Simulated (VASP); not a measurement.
# Pb (P6_3/mmc) in VASP: a series of runs

Aim: see how the results for Pb move with the level of theory and the settings. Levels: PBE, revPBE. Tasks: electric field gradients.

All numbers are computed with VASP 6.6.1; they aren't measurements. Logs are shortened: lines on timing, memory, paths and dates and some standing lists are left out, and cuts for length are marked.

## (1) The cell of the first run

It takes space group P6_3/mmc (No. 194, hexagonal). The conventional cell has a = 3.506 Å, b = 3.506 Å, c = 5.506 Å, α = 90.00°, β = 90.00°, γ = 120.00°. Within 4.5 Å of Pb (site symmetry -6m2) lie 12 Pb at 3.42 to 3.51 Å.

This isn't the form of Pb at room conditions, which is fcc.

## (2) Electric field gradients, PBE (z stretched by -1.5 % at fixed volume)

Input file INCAR:

```
PREC     = Accurate       # precision mode
ENCUT    = 520            # plane-wave cutoff, eV
EDIFF    = 1E-8           # SCF threshold, eV
ISMEAR   = -1             # smearing method
SIGMA    = 0.08           # smearing width, eV
LREAL    = F              # projectors in reciprocal space
LASPH    = T              # aspherical terms in the spheres
NELM     = 100            # most SCF steps
ALGO     = Normal         # electronic algorithm
ISIF     = 2              # what is computed and relaxed
LWAVE    = F              # write WAVECAR
LCHARG   = F              # write CHGCAR
GGA      = PE             # functional
LEFG     = T            
NBANDS   = 21             # bands
```

Input file KPOINTS:

```
regular mesh
0
Gamma
  14 14 8
```

Input file POSCAR:

```
Pb
1.0
    3.5063980399      0.0000000000      0.0000000000
   -1.7531990200      3.0366297783      0.0000000000
    0.0000000000      0.0000000000      5.5061500000
Pb
2
Direct
    0.3333333333      0.6666666667      0.2500000000
    0.6666666667      0.3333333333      0.7500000000
```

Potentials or basis: VASP PAW PBE potentials, release 64 (Pb_d).

Started as:

```console
$ cat potpaw_PBE.64/Pb_d/POTCAR > POTCAR
$ mpirun -np 1 vasp_std > vasp.out
```

OUTCAR:

```text
PREC = Accurate
   ENCUT = 520
   EDIFF = 1E-8
   ISMEAR = -1
   LREAL = F
   LASPH = T
   NELM = 100
   ISIF = 2
   GGA = PE

 ion  position               nearest neighbor table
   1  0.333  0.667  0.250-   2 3.42   2 3.42   2 3.42   2 3.42   2 3.42   2 3.42
   2  0.667  0.333  0.750-   1 3.42   1 3.42   1 3.42   1 3.42   1 3.42   1 3.42

  LATTYP: Found a hexagonal cell.
 ALAT       =     3.5063980399
 C/A-ratio  =     1.5703151603

  Lattice vectors:

 A1 = (   3.5063980399,   0.0000000000,   0.0000000000)
 A2 = (  -1.7531990200,   3.0366297783,   0.0000000000)
 A3 = (   0.0000000000,   0.0000000000,   5.5061500000)

Analysis of symmetry for initial positions (statically):
=====================================================================
 Subroutine PRICEL returns:
 Original cell was already a primitive cell.

 Routine SETGRP: Setting up the symmetry group for a
 hexagonal supercell.

 Subroutine GETGRP returns: Found 24 space group operations
 (whereof 12 operations were pure point group operations)
 out of a pool of 24 trial point group operations.

The static configuration has the point symmetry D_3d.
 The point group associated with its full space group is D_6h.

Analysis of symmetry for dynamics (positions and initial velocities):
=====================================================================
 Subroutine PRICEL returns:
 Original cell was already a primitive cell.

 Routine SETGRP: Setting up the symmetry group for a
 hexagonal supercell.

 Subroutine GETGRP returns: Found 24 space group operations
 (whereof 12 operations were pure point group operations)
 out of a pool of 24 trial point group operations.

The dynamic configuration has the point symmetry D_3d.
 The point group associated with its full space group is D_6h.

 Subroutine INISYM returns: Found 24 space group operations
 (whereof 12 operations are pure point group operations),
 and found     1 'primitive' translations

----------------------------------------------------------------------------------------

                                     Primitive cell

  volume of cell :      58.6275

  direct lattice vectors                    reciprocal lattice vectors
     3.506398040  0.000000000  0.000000000     0.285192950  0.164656226  0.000000000
    -1.753199020  3.036629778  0.000000000     0.000000000  0.329312453  0.000000000
     0.000000000  0.000000000  5.506150000     0.000000000  0.000000000  0.181615103

  length of vectors
     3.506398040  3.506398040  5.506150000     0.329312453  0.329312453  0.181615103

  position of ions in fractional coordinates (direct lattice)
     0.333333333  0.666666667  0.250000000
     0.666666667  0.333333333  0.750000000

  ion indices of the primitive-cell ions
   primitive index   ion index
                 1           1
                 2           2

----------------------------------------------------------------------------------------

 KPOINTS: regular mesh

Automatic generation of k-mesh.
 Grid dimensions read from file:
 generate k-points for:   14   14    8

 Generating k-lattice:

  Cartesian coordinates                     Fractional coordinates (reciprocal lattice)
     0.020370925  0.011761159  0.000000000     0.071428571  0.000000000  0.000000000
     0.000000000  0.023522318  0.000000000     0.000000000  0.071428571  0.000000000
     0.000000000  0.000000000  0.022701888     0.000000000  0.000000000  0.125000000

  Length of vectors
     0.023522318  0.023522318  0.022701888

  Shift w.r.t. Gamma in fractional coordinates (k-lattice)
     0.000000000  0.000000000  0.000000000

 Subroutine IBZKPT returns following result:
 ===========================================

 Found    120 irreducible k-points:

 Following reciprocal coordinates:
            Coordinates               Weight
  0.000000  0.000000  0.000000      1.000000
  0.071429 -0.000000  0.000000      6.000000
  0.142857  0.000000  0.000000      6.000000
  0.214286  0.000000  0.000000      6.000000
  0.285714  0.000000  0.000000      6.000000
  0.357143  0.000000  0.000000      6.000000
[... 16 lines left out ...]
  0.285714  0.285714  0.000000      6.000000
  0.357143  0.285714  0.000000      6.000000
 [... further k-points ...]
   k-points           NKPTS =    120   k-points in BZ     NKDIM =    120   number of bands    NBANDS=     21
   number of dos      NEDOS =    301   number of ions     NIONS =      2
   total plane-waves  NPLWV =  32928
   dimension x,y,z NGX =    28 NGY =   28 NGZ =   42
   dimension x,y,z NGXF=    56 NGYF=   56 NGZF=   84
   ions per type =               2
   NGX,Y,Z   is equivalent  to a cutoff of  13.28, 13.28, 12.68 a.u.
   NGXF,Y,Z  is equivalent  to a cutoff of  26.55, 26.55, 25.36 a.u.
 SYSTEM =  unknown system
   PREC   = accura    normal or accurate (medium, high low for compatibility)
   ISTART =      0    job   : 0-new  1-cont  2-samecut
   ICHARG =      2    charge: 1-file 2-atom 10-const
   ISPIN  =      1    spin polarized calculation?
   LNONCOLLINEAR =      F non collinear calculations
   LSORBIT =      F    spin-orbit coupling
   LASPH  =      T    aspherical Exc in radial PAW
   ENCUT  =  520.0 eV  38.22 Ry    6.18 a.u.   6.52  6.52 10.24*2*pi/ulx,y,z
   NELM   =    100;   NELMIN=  2; NELMDL= -5     # of ELM steps
   EDIFF  = 0.1E-07   stopping-criterion for ELM
   LREAL  =      F    real-space projection
   EDIFFG = 0.1E-06   stopping-criterion for IOM
   NSW    =      0    number of steps for IOM
   IBRION =     -1    ionic relax: 0-MD 1-quasi-New 2-CG
   NFREE  =      0    steps in history (QN), initial steepest desc. (CG)
   ISIF   =      2    stress and relaxation
   ISYM   =      2    0-nonsym 1-usesym 2-fastsym
   POTIM  = 0.5000    time-step for ionic-motion
   TEBEG  =    0.0;   TEEND  =   0.0 temperature during run
   PSTRESS=    0.0 pullay stress
   NELECT =      28.0000    total number of electrons
   NUPDOWN=      -1.0000    fix difference up-down
   EMIN   =  10.00;   EMAX   =-10.00  energy-range for DOS
   EFERMI =   0.00;   METHOD = LEGACY
   ISMEAR =    -1;   SIGMA  =   0.08  broadening in eV -4-tet -1-fermi 0-gaus
   EFERMI_NEDOS =   21; number of points for ismear=-14 and -15
   IALGO  =     38    algorithm
   IMIX   =      4    mixing-type and parameters
     AMIX     =   0.40;   BMIX     =  1.00
     AMIX_MAG =   1.60;   BMIX_MAG =  1.00
  volume/ion in A,a.u.               =      29.31       197.82
  Fermi-wavevector in a.u.,A,eV,Ry     =   1.279658  2.418202 22.279864  1.637524
  Thomas-Fermi vector in A             =   2.412130
   LORBIT       =      0    0 simple, 1 ext, 2 COOP (PROOUT), +10 PAW based schemes
   GGA     = PE    functional components
   LHFCALC =     F    Hartree Fock is set to
   AEXX    =    0.0000 exact exchange contribution
   IVDW    =     0    specifies the selected vdW correction
   LEPSILON=     F    determine dielectric tensor
   LRPA    =     F    only Hartree local field effects (RPA)
 non-spin polarized calculation
  energy-cutoff  :      520.00
  volume of cell :       58.63
 maximum number of plane-waves:      1640
 NGX is ok and might be reduce to    28
   NGX = 13   NGY = 13   NGZ = 21

 number of electron      27.9999995 magnetization

 Free energy of the ion-electron system (eV)
  ---------------------------------------------------
  ext. energy  EPLUGINS =         0.00000000
  ---------------------------------------------------
  free energy    TOTEN  =        -7.03133100 eV

  energy without entropy =       -7.00676592  energy(sigma->0) =       -7.01904846

 E-fermi :   7.6268     XC(G=0): -10.3493

 val. band max:        7.6177182294   @ k =   0.2857   0.0714   0.2500
 cond. band min:       7.6337848324   @ k =   0.3571   0.2143   0.0000
 fundamental gap:      0.0160666030
 Fermi energy:         7.6267808764

 k-point     1 :       0.0000    0.0000    0.0000
  band No.  band energies     occupation
      1      -9.4723      2.00000
      2      -9.4085      2.00000
      3      -9.4085      2.00000
      4      -9.4085      2.00000
      5      -9.3817      2.00000
      6      -9.3817      2.00000
[... 13 lines left out ...]
     20      16.5351      0.00000
     21      19.1538      0.00000

 k-point     2 :       0.0714   -0.0000    0.0000
  band No.  band energies     occupation
      1      -9.4691      2.00000
      2      -9.4270      2.00000
      3      -9.3966      2.00000
      4      -9.3856      2.00000
      5      -9.3782      2.00000
      6      -9.3701      2.00000
[... 13 lines left out ...]
     20      16.9230      0.00000
     21      18.8128      0.00000
[... 487 lines left out ...]
      5      -9.3207      2.00000
      6      -9.2790      2.00000
[... 13 lines left out ...]
     20      19.7607      0.00000
     21      19.9123      0.00000

 k-point    24 :       0.3571    0.2857    0.0000
  band No.  band energies     occupation
      1      -9.5520      2.00000
      2      -9.4201      2.00000
      3      -9.3794      2.00000
      4      -9.3701      2.00000
      5      -9.3371      2.00000
      6      -9.3092      2.00000
[... 13 lines left out ...]
     20      19.7708      0.00000
     21      21.7443      0.00000

 [... further k-points ...]
[... 5 lines left out ...]
  --------------------------------------------------------------------------------------
  -------------------------------------------------------------------------------------
  Total        1.1459542      1.1459542      2.2432527     -0.0000000      0.0000000      0.0000000
  in kB       31.3167553     31.3167553     61.3038410     -0.0000000      0.0000000      0.0000000
  external PRESSURE =      41.3124505 kB  Pullay stress =       0.0000000 kB

 VOLUME and BASIS-vectors are now :
 -----------------------------------------------------------------------------
  energy-cutoff  :      520.00
  volume of cell :       58.63
      direct lattice vectors                 reciprocal lattice vectors
     3.506398040  0.000000000  0.000000000     0.285192950  0.164656226  0.000000000
    -1.753199020  3.036629778  0.000000000     0.000000000  0.329312453  0.000000000
     0.000000000  0.000000000  5.506150000     0.000000000  0.000000000  0.181615103

 POSITION                                       TOTAL-FORCE (eV/Angst)
 -----------------------------------------------------------------------------------
     -0.00000      2.02442      1.37654         0.000000     -0.000000      0.000000
      1.75320      1.01221      4.12961        -0.000000      0.000000      0.000000
 -----------------------------------------------------------------------------------
    total drift:                                0.000000     -0.000000      0.000000

  FREE ENERGIE OF THE ION-ELECTRON SYSTEM (eV)
  ---------------------------------------------------
  free  energy   TOTEN  =        -7.0313309978 eV

  energy  without entropy=       -7.0067659242  energy(sigma->0) =       -7.01904846

 Electric field gradients (V/A^2)
---------------------------------------------------------------------
 ion       V_xx      V_yy      V_zz      V_xy      V_xz      V_yz
---------------------------------------------------------------------
   1      34.173    34.173   -68.345     0.000     0.000    -0.000
   2      34.173    34.173   -68.345     0.000    -0.000     0.000
---------------------------------------------------------------------

 Electric field gradients after diagonalization (V/A^2)
 (convention: |V_zz| > |V_xx| > |V_yy|)
----------------------------------------------------------------------
 ion       V_xx      V_yy      V_zz     asymmetry (V_yy - V_xx)/ V_zz
----------------------------------------------------------------------
   1      34.173    34.172   -68.345       0.000
   2      34.173    34.172   -68.345       0.000
----------------------------------------------------------------------

           NMR quadrupolar parameters

 Cq : quadrupolar parameter    Cq=e*Q*V_zz/h
 eta: asymmetry parameters     (V_yy - V_xx)/ V_zz
 Q  : nuclear electric quadrupole moment in mb (millibarn)
----------------------------------------------------------------------
 ion       Cq(MHz)       eta       Q (mb)
----------------------------------------------------------------------
   1      -0.165       0.000       1.000
   2      -0.165       0.000       1.000
----------------------------------------------------------------------
```

Wall time 91 s (1 thread of Intel Xeon Platinum 8488C (Sapphire Rapids), shared host); peak memory 0.25 GiB.

Results:

| Item | Value |
| --- | --- |
| Free energy | -7.0313 eV |
| Pressure | 4.1 GPa |
| Band gap on the k mesh | zero (bands 14 and 15 overlap by 7.31 eV) |
| Largest electric field gradient by atom | Pb -68.3 V/Å² |

Stress tensor (GPa, compression positive):
```
3.13 0.00 0.00
0.00 3.13 0.00
0.00 0.00 6.13
```

Electric field gradients, principal values (V/Å²):
| atom | least | middle | greatest (by size) |
| --- | --- | --- | --- |
| 1 Pb | 34.172 | 34.173 | -68.345 |
| 2 Pb | 34.172 | 34.173 | -68.345 |

Caveat: the cell stands under pressure; without QUAD_EFG the Cq values of the log hold for a quadrupole moment of 1 mb, not for the nuclei; spin-orbit coupling is left out, which moves the levels of the heavy elements.

## (3) Electric field gradients, revPBE

Input file INCAR:

```
PREC = Accurate ; ENCUT = 520
EDIFF = 1E-8 ; ISMEAR = -4
SIGMA = 0.1 ; LREAL = F
LASPH = T ; NELM = 60
ALGO = Normal ; ISIF = 2
LWAVE = F ; LCHARG = F
GGA = RE ; LEFG = T
NBANDS = 21
```

Input file KPOINTS:

```
Automatic mesh
0
Gamma
  14 14 8
```

POSCAR is that of step 2.

Potentials or basis: VASP PAW PBE potentials, release 64 (Pb_d).

Started as:

```console
$ cat potpaw_PBE.64/Pb_d/POTCAR > POTCAR
$ mpirun -np 1 vasp_std > vasp.out
```

OUTCAR:

```text
PREC = Accurate
   ENCUT = 520
   EDIFF = 1E-8
   ISMEAR = -4
   LREAL = F
   LASPH = T
   NELM = 60
   ISIF = 2
   GGA = RE

 ion  position               nearest neighbor table
   1  0.333  0.667  0.250-   2 3.42   2 3.42   2 3.42   2 3.42   2 3.42   2 3.42
   2  0.667  0.333  0.750-   1 3.42   1 3.42   1 3.42   1 3.42   1 3.42   1 3.42

  LATTYP: Found a hexagonal cell.
 ALAT       =     3.5063980399
 C/A-ratio  =     1.5703151603

  Lattice vectors:

[... 793 lines left out ...]

  FREE ENERGIE OF THE ION-ELECTRON SYSTEM (eV)
  ---------------------------------------------------
  free  energy   TOTEN  =        -6.2417376479 eV

  energy  without entropy=       -6.2417376479  energy(sigma->0) =       -6.24173765

 Electric field gradients (V/A^2)
---------------------------------------------------------------------
 ion       V_xx      V_yy      V_zz      V_xy      V_xz      V_yz
---------------------------------------------------------------------
   1      32.020    32.021   -64.041     0.000     0.000    -0.000
   2      32.020    32.021   -64.041     0.000    -0.000     0.000
---------------------------------------------------------------------

 Electric field gradients after diagonalization (V/A^2)
 (convention: |V_zz| > |V_xx| > |V_yy|)
----------------------------------------------------------------------
 ion       V_xx      V_yy      V_zz     asymmetry (V_yy - V_xx)/ V_zz
----------------------------------------------------------------------
   1      32.021    32.020   -64.041       0.000
   2      32.021    32.020   -64.041       0.000
----------------------------------------------------------------------

           NMR quadrupolar parameters

 Cq : quadrupolar parameter    Cq=e*Q*V_zz/h
 eta: asymmetry parameters     (V_yy - V_xx)/ V_zz
 Q  : nuclear electric quadrupole moment in mb (millibarn)
----------------------------------------------------------------------
 ion       Cq(MHz)       eta       Q (mb)
----------------------------------------------------------------------
   1      -0.155       0.000       1.000
   2      -0.155       0.000       1.000
----------------------------------------------------------------------
```

Run time: 91 s. Hardware: 1 thread of Intel Xeon Platinum 8488C (Sapphire Rapids), shared host; peak memory 0.26 GiB.

Results:

```yaml
Free_energy: -6.2417 eV
Pressure: 5.6 GPa
Band_gap_on_the_k_mesh: zero (bands 14 and 15 overlap by 7.32 eV)
Largest_electric_field_gradient_by_atom: Pb -64.0 V/Å²
```

Levels at points of the mesh, in eV from the Fermi level:
```csv
k point,band 10,band 11,band 12,band 13,band 14,band 15,band 16,band 17,band 18,band 19
"(0.00, 0.00, 0.00)",-16.83,-11.96,-7.77,-4.24,5.35,5.35,7.33,7.33,8.49,8.59
"(0.50, 0.00, 0.00)",-16.80,-8.48,-7.18,-2.79,-1.24,-0.52,1.81,1.81,5.84,5.99
"(0.00, 0.00, 0.50)",-16.90,-10.63,-10.63,1.32,1.32,6.30,6.30,6.30,6.30,9.04
"(0.50, 0.00, 0.50)",-16.82,-7.58,-7.58,-3.81,-3.81,3.34,3.34,3.92,3.92,6.95
```

Electric field gradients, principal values (V/Å²):
| atom | least | middle | greatest (by size) |
| --- | --- | --- | --- |
| 1 Pb | 32.020 | 32.021 | -64.041 |
| 2 Pb | 32.020 | 32.021 | -64.041 |

Caveat: the cell stands under pressure; without QUAD_EFG the Cq values of the log hold for a quadrupole moment of 1 mb, not for the nuclei; the PAW data sets were made with another functional, which shifts forces and pressure a little; spin-orbit coupling is left out, which moves the levels of the heavy elements; tetrahedron occupations give inexact forces and stress in metals.

[end of part 1 of 2]

The gap in the log of VASP goes by the Fermi energy; the results here count the filled bands.